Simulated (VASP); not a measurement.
## MgB2: relaxation of shape and atoms at fixed volume with PBE

The system is MgB2.

```
Mg B
1.0
     3.10635    0.00000    0.00000
    -1.55317    2.69018    0.00000
     0.00000    0.00000    3.55728
Mg B
1 2
Direct
  0.00000 0.00000 0.00000
  0.33333 0.66667 0.50000
  0.66667 0.33333 0.50000
```

This cell differs from its parent crystal: volume scaled by 1.03.

```yaml
Program: VASP 6.6.1
Task: relaxation of shape and atoms at fixed volume
Functional: PBE
Potentials_or_basis: VASP PAW PBE potentials, release 64 (Mg, B)
Cutoff: 600 eV
k_mesh: 18 × 18 × 12
Occupations: gaussian, width 0.1 eV
Spin: no spin polarisation
Dipole_correction: no
Further_INCAR_settings: ALGO = Normal; EDIFF = 1e-06; IBRION = 2; EDIFFG = -0.01; NSW = 50; ISIF = 4
```

The energy gained by relaxing is 0.2 meV/atom and the ionic steps are 3. The pressure after relaxing is -4.3 GPa and the band gap on the k mesh is zero (band 4 reaches 6.84 eV, above the bottom of band 5 at 3.15 eV).

The path:
```csv
step,energy change (eV),largest force (eV/Å),pressure (GPa),volume (Å³)
1,0.0000,0.0000,-4.54,29.73
2,-0.0005,0.0000,-4.34,29.73
3,-0.0006,0.0000,-4.31,29.73
```

Final structure:
```
Mg B
1.0
     3.10046    0.00000    0.00000
    -1.55023    2.68508    0.00000
     0.00000    0.00000    3.57082
Mg B
1 2
Direct
  0.00000 0.00000 0.00000
  0.33333 0.66667 0.50000
  0.66667 0.33333 0.50000
```

Levels at points of the mesh, in eV from the Fermi level:
| k point | band 1 | band 2 | band 3 | band 4 | band 5 | band 6 | band 7 | band 8 |
| --- | --- | --- | --- | --- | --- | --- | --- | --- |
| (0.00, 0.00, 0.00) | -12.25 | -2.95 | 0.41 | 0.41 | 1.49 | 6.31 | 6.31 | 7.98 |
| (0.50, 0.00, 0.00) | -8.42 | -7.69 | -2.09 | 0.20 | 3.00 | 3.90 | 5.13 | 6.82 |
| (0.00, 0.00, 0.50) | -11.04 | -7.30 | 0.75 | 0.75 | 6.64 | 6.64 | 7.92 | 9.62 |
| (0.50, 0.00, 0.50) | -7.50 | -6.83 | -3.46 | -1.82 | -1.24 | 5.63 | 8.61 | 8.83 |

Wall time 46 s on 1 thread of Intel(R) Xeon(R) 6975P-C (Granite Rapids), with other jobs on the host, peak memory 0.22 GiB.

Caveat: the cell differs from its parent crystal (volume scaled by 1.03).
